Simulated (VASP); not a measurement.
# Pb (Fd-3m) in VASP: notebook

Pb is run at these levels: revPBE; tasks: single point.

Program: VASP 6.6.1. These are calculated values, not measurements. Logs are shortened: lines on timing, memory, paths and dates and some standing lists are left out, and cuts for length are marked.

## Step 1: The cell of the first run

Symmetry: Fd-3m, No. 227, cubic system. Conventional cell: a = 7.140 Å, b = 7.140 Å, c = 7.140 Å, α = 90.00°, β = 90.00°, γ = 90.00°. Within 4.1 Å of Pb (site symmetry -43m) lie 4 Pb at 3.09 Å.

## Step 2: Single point, revPBE

INCAR

```
SYSTEM = Pb
ALGO = Normal
EDIFF = 1E-7
ENCUT = 520
GGA = RE
ISIF = 2
ISMEAR = -1
LASPH = .True.
LCHARG = .False.
LREAL = .False.
LWAVE = .False.
NBANDS = 21
NELM = 100
PREC = Accurate
SIGMA = 0.1
```

KPOINTS

```
k-points
0
Gamma
  9 9 9
  0 0 0
```

POSCAR

```
Pb
1.0
    0.0000000000      3.5697553477      3.5697553477
    3.5697553477      0.0000000000      3.5697553477
    3.5697553477      3.5697553477      0.0000000000
Pb
2
Direct
    0.1250000000      0.1250000000      0.1250000000
    0.8750000000      0.8750000000      0.8750000000
```

Potentials or basis: VASP PAW PBE potentials, release 64 (Pb_d).

Launch:

```sh
> cat potpaw_PBE.64/Pb_d/POTCAR > POTCAR
> mpirun -np 1 vasp_std > vasp.out
```

OUTCAR:

```text
SYSTEM = Pb
   EDIFF = 1E-7
   ENCUT = 520
   GGA = RE
   ISIF = 2
   ISMEAR = -1
   LASPH = .True.
   LREAL = .False.
   NELM = 100
   PREC = Accurate

 ion  position               nearest neighbor table
   1  0.125  0.125  0.125-   2 3.09   2 3.09   2 3.09   2 3.09
   2  0.875  0.875  0.875-   1 3.09   1 3.09   1 3.09   1 3.09

  LATTYP: Found a face centered cubic cell.
 ALAT       =     7.1395106954

  Lattice vectors:

 A1 = (   0.0000000000,   3.5697553477,   3.5697553477)
 A2 = (   3.5697553477,   0.0000000000,   3.5697553477)
 A3 = (   3.5697553477,   3.5697553477,   0.0000000000)

Analysis of symmetry for initial positions (statically):
=====================================================================
 Subroutine PRICEL returns:
 Original cell was already a primitive cell.

 Routine SETGRP: Setting up the symmetry group for a
 face centered cubic supercell.

 Subroutine GETGRP returns: Found 48 space group operations
 (whereof 12 operations were pure point group operations)
 out of a pool of 48 trial point group operations.

The static configuration has the point symmetry D_3d.
 The point group associated with its full space group is O_h .

Analysis of symmetry for dynamics (positions and initial velocities):
=====================================================================
 Subroutine PRICEL returns:
 Original cell was already a primitive cell.

 Routine SETGRP: Setting up the symmetry group for a
 face centered cubic supercell.

 Subroutine GETGRP returns: Found 48 space group operations
 (whereof 12 operations were pure point group operations)
 out of a pool of 48 trial point group operations.

The dynamic configuration has the point symmetry D_3d.
 The point group associated with its full space group is O_h .

 Subroutine INISYM returns: Found 48 space group operations
 (whereof 12 operations are pure point group operations),
 and found     1 'primitive' translations

----------------------------------------------------------------------------------------

                                     Primitive cell

  volume of cell :      90.9799

  direct lattice vectors                    reciprocal lattice vectors
     0.000000000  3.569755348  3.569755348    -0.140065621  0.140065621  0.140065621
     3.569755348  0.000000000  3.569755348     0.140065621 -0.140065621  0.140065621
     3.569755348  3.569755348  0.000000000     0.140065621  0.140065621 -0.140065621

  length of vectors
     5.048396427  5.048396427  5.048396427     0.242600772  0.242600772  0.242600772

  position of ions in fractional coordinates (direct lattice)
     0.125000000  0.125000000  0.125000000
     0.875000000  0.875000000  0.875000000

  ion indices of the primitive-cell ions
   primitive index   ion index
                 1           1
                 2           2

----------------------------------------------------------------------------------------

 KPOINTS: k-points

Automatic generation of k-mesh.
 Grid dimensions read from file:
 generate k-points for:    9    9    9

 Generating k-lattice:

  Cartesian coordinates                     Fractional coordinates (reciprocal lattice)
    -0.015562847  0.015562847  0.015562847     0.111111111  0.000000000  0.000000000
     0.015562847 -0.015562847  0.015562847     0.000000000  0.111111111  0.000000000
     0.015562847  0.015562847 -0.015562847     0.000000000  0.000000000  0.111111111

  Length of vectors
     0.026955641  0.026955641  0.026955641

  Shift w.r.t. Gamma in fractional coordinates (k-lattice)
     0.000000000  0.000000000  0.000000000

 Subroutine IBZKPT returns following result:
 ===========================================

 Found     35 irreducible k-points:

 Following reciprocal coordinates:
            Coordinates               Weight
  0.000000  0.000000  0.000000      1.000000
  0.111111  0.000000  0.000000      8.000000
  0.222222  0.000000  0.000000      8.000000
  0.333333  0.000000  0.000000      8.000000
  0.444444  0.000000  0.000000      8.000000
  0.111111  0.111111  0.000000      6.000000
[... 16 lines left out ...]
 -0.333333  0.333333  0.000000     12.000000
  0.444444  0.444444  0.000000      6.000000
 [... further k-points ...]
   k-points           NKPTS =     35   k-points in BZ     NKDIM =     35   number of bands    NBANDS=     21
   number of dos      NEDOS =    301   number of ions     NIONS =      2
   total plane-waves  NPLWV =  64000
   dimension x,y,z NGX =    40 NGY =   40 NGZ =   40
   dimension x,y,z NGXF=    80 NGYF=   80 NGZF=   80
   ions per type =               2
   NGX,Y,Z   is equivalent  to a cutoff of  13.17, 13.17, 13.17 a.u.
   NGXF,Y,Z  is equivalent  to a cutoff of  26.34, 26.34, 26.34 a.u.
 SYSTEM =  Pb
   PREC   = accura    normal or accurate (medium, high low for compatibility)
   ISTART =      0    job   : 0-new  1-cont  2-samecut
   ICHARG =      2    charge: 1-file 2-atom 10-const
   ISPIN  =      1    spin polarized calculation?
   LNONCOLLINEAR =      F non collinear calculations
   LSORBIT =      F    spin-orbit coupling
   LASPH  =      T    aspherical Exc in radial PAW
   ENCUT  =  520.0 eV  38.22 Ry    6.18 a.u.   9.39  9.39  9.39*2*pi/ulx,y,z
   NELM   =    100;   NELMIN=  2; NELMDL= -5     # of ELM steps
   EDIFF  = 0.1E-06   stopping-criterion for ELM
   LREAL  =      F    real-space projection
   EDIFFG = 0.1E-05   stopping-criterion for IOM
   NSW    =      0    number of steps for IOM
   IBRION =     -1    ionic relax: 0-MD 1-quasi-New 2-CG
   NFREE  =      0    steps in history (QN), initial steepest desc. (CG)
   ISIF   =      2    stress and relaxation
   ISYM   =      2    0-nonsym 1-usesym 2-fastsym
   POTIM  = 0.5000    time-step for ionic-motion
   TEBEG  =    0.0;   TEEND  =   0.0 temperature during run
   PSTRESS=    0.0 pullay stress
   NELECT =      28.0000    total number of electrons
   NUPDOWN=      -1.0000    fix difference up-down
   EMIN   =  10.00;   EMAX   =-10.00  energy-range for DOS
   EFERMI =   0.00;   METHOD = LEGACY
   ISMEAR =    -1;   SIGMA  =   0.10  broadening in eV -4-tet -1-fermi 0-gaus
   EFERMI_NEDOS =   21; number of points for ismear=-14 and -15
   IALGO  =     38    algorithm
   IMIX   =      4    mixing-type and parameters
     AMIX     =   0.40;   BMIX     =  1.00
     AMIX_MAG =   1.60;   BMIX_MAG =  1.00
  volume/ion in A,a.u.               =      45.49       306.98
  Fermi-wavevector in a.u.,A,eV,Ry     =   1.105297  2.088709 16.621990  1.221682
  Thomas-Fermi vector in A             =   2.241782
   LORBIT       =      0    0 simple, 1 ext, 2 COOP (PROOUT), +10 PAW based schemes
   GGA     = RE    functional components
   LHFCALC =     F    Hartree Fock is set to
   AEXX    =    0.0000 exact exchange contribution
   IVDW    =     0    specifies the selected vdW correction
   LEPSILON=     F    determine dielectric tensor
   LRPA    =     F    only Hartree local field effects (RPA)
 non-spin polarized calculation
  energy-cutoff  :      520.00
  volume of cell :       90.98
 maximum number of plane-waves:      2473
 NGX is ok and might be reduce to    40
   NGX = 19   NGY = 19   NGZ = 19

 number of electron      28.0000002 magnetization

 Free energy of the ion-electron system (eV)
  ---------------------------------------------------
  ext. energy  EPLUGINS =         0.00000000
  ---------------------------------------------------
  free energy    TOTEN  =        -6.04258535 eV

  energy without entropy =       -6.02036807  energy(sigma->0) =       -6.03147671

 E-fermi :   3.4924     XC(G=0):  -7.8027

 val. band max:        3.3919900208   @ k =   0.1111   0.1111   0.0000
 cond. band min:       3.6197300440   @ k =  -0.1111   0.1111   0.0000
 fundamental gap:      0.2277400232
 Fermi energy:         3.4923783292

 k-point     1 :       0.0000    0.0000    0.0000
  band No.  band energies     occupation
      1     -13.5535      2.00000
      2     -13.5535      2.00000
      3     -13.5535      2.00000
      4     -13.4954      2.00000
      5     -13.4954      2.00000
      6     -13.1731      2.00000
[... 13 lines left out ...]
     20      11.4757      0.00000
     21      11.4757      0.00000

 k-point     2 :       0.1111    0.0000    0.0000
  band No.  band energies     occupation
      1     -13.5628      2.00000
      2     -13.5628      2.00000
      3     -13.5510      2.00000
      4     -13.4824      2.00000
      5     -13.4824      2.00000
      6     -13.1947      2.00000
[... 13 lines left out ...]
     20      10.7651      0.00000
     21      10.7651      0.00000

 k-point     3 :       0.2222    0.0000    0.0000
  band No.  band energies     occupation
      1     -13.5769      2.00000
      2     -13.5769      2.00000
      3     -13.5447      2.00000
      4     -13.4596      2.00000
      5     -13.4596      2.00000
      6     -13.2166      2.00000
[... 13 lines left out ...]
     20      10.4736      0.00000
     21      10.4736      0.00000

 k-point     4 :       0.3333    0.0000    0.0000
  band No.  band energies     occupation
      1     -13.5861      2.00000
      2     -13.5861      2.00000
      3     -13.5371      2.00000
      4     -13.4421      2.00000
      5     -13.4421      2.00000
      6     -13.2312      2.00000
[... 13 lines left out ...]
     20      10.7625      0.00000
     21      10.7625      0.00000

 k-point     5 :       0.4444    0.0000    0.0000
  band No.  band energies     occupation
      1     -13.5900      2.00000
      2     -13.5900      2.00000
      3     -13.5319      2.00000
      4     -13.4339      2.00000
      5     -13.4339      2.00000
      6     -13.2374      2.00000
[... 13 lines left out ...]
     20      11.4534      0.00000
     21      11.4537      0.00000
[... 382 lines left out ...]
     20      11.7704      0.00000
     21      12.7014      0.00000

 k-point    22 :      -0.4444    0.3333    0.0000
  band No.  band energies     occupation
      1     -13.6248      2.00000
      2     -13.6049      2.00000
      3     -13.4806      2.00000
      4     -13.3905      2.00000
      5     -13.3623      2.00000
      6     -13.3247      2.00000
[... 13 lines left out ...]
     20      11.7815      0.00000
     21      12.2746      0.00000

 k-point    23 :      -0.3333    0.3333    0.0000
  band No.  band energies     occupation
      1     -13.6294      2.00000
      2     -13.6060      2.00000
      3     -13.4733      2.00000
      4     -13.3690      2.00000
      5     -13.3592      2.00000
      6     -13.3414      2.00000
[... 13 lines left out ...]
     20      10.8906      0.00000
     21      12.7678      0.00000

 k-point    24 :       0.4444    0.4444    0.0000
  band No.  band energies     occupation
      1     -13.6043      2.00000
      2     -13.6043      2.00000
      3     -13.5018      2.00000
      4     -13.4415      2.00000
      5     -13.3581      2.00000
      6     -13.3010      2.00000
[... 13 lines left out ...]
     20      11.7878      0.00000
     21      13.2613      0.00000

 [... further k-points ...]
[... 5 lines left out ...]
  --------------------------------------------------------------------------------------
  -------------------------------------------------------------------------------------
  Total       -0.0370003     -0.0370003     -0.0370003      0.0000000      0.0000000      0.0000000
  in kB       -0.6515849     -0.6515849     -0.6515849      0.0000000      0.0000000      0.0000000
  external PRESSURE =      -0.6515849 kB  Pullay stress =       0.0000000 kB

 VOLUME and BASIS-vectors are now :
 -----------------------------------------------------------------------------
  energy-cutoff  :      520.00
  volume of cell :       90.98
      direct lattice vectors                 reciprocal lattice vectors
     0.000000000  3.569755348  3.569755348    -0.140065621  0.140065621  0.140065621
     3.569755348  0.000000000  3.569755348     0.140065621 -0.140065621  0.140065621
     3.569755348  3.569755348  0.000000000     0.140065621  0.140065621 -0.140065621

 POSITION                                       TOTAL-FORCE (eV/Angst)
 -----------------------------------------------------------------------------------
      0.89244      0.89244      0.89244        -0.000000      0.000000     -0.000000
      6.24707      6.24707      6.24707         0.000000     -0.000000      0.000000
 -----------------------------------------------------------------------------------
    total drift:                                0.000000      0.000000     -0.000000

  FREE ENERGIE OF THE ION-ELECTRON SYSTEM (eV)
  ---------------------------------------------------
  free  energy   TOTEN  =        -6.0425853547 eV

  energy  without entropy=       -6.0203680704  energy(sigma->0) =       -6.03147671
```

It took 33 s on 1 thread of Intel Xeon 6975P-C (Granite Rapids), shared host; peak memory 0.25 GiB.

What came out:

- Free energy: -6.0426 eV
- Pressure: -0.1 GPa
- Band gap on the k mesh: zero (band 14 reaches 3.85 eV, above the bottom of band 15 at 2.88 eV)

Levels at points of the mesh, in eV from the Fermi level:
| k point | band 12 | band 13 | band 14 | band 15 | band 16 | band 17 |
| --- | --- | --- | --- | --- | --- | --- |
| (0.00, 0.00, 0.00) | -4.48 | 0.35 | 0.35 | 0.35 | 2.33 | 2.33 |

Caveat: the PAW data sets were made with another functional, which shifts forces and pressure a little; spin-orbit coupling is left out, which moves the levels of the heavy elements.

(Part 1 of 2 ends here.)
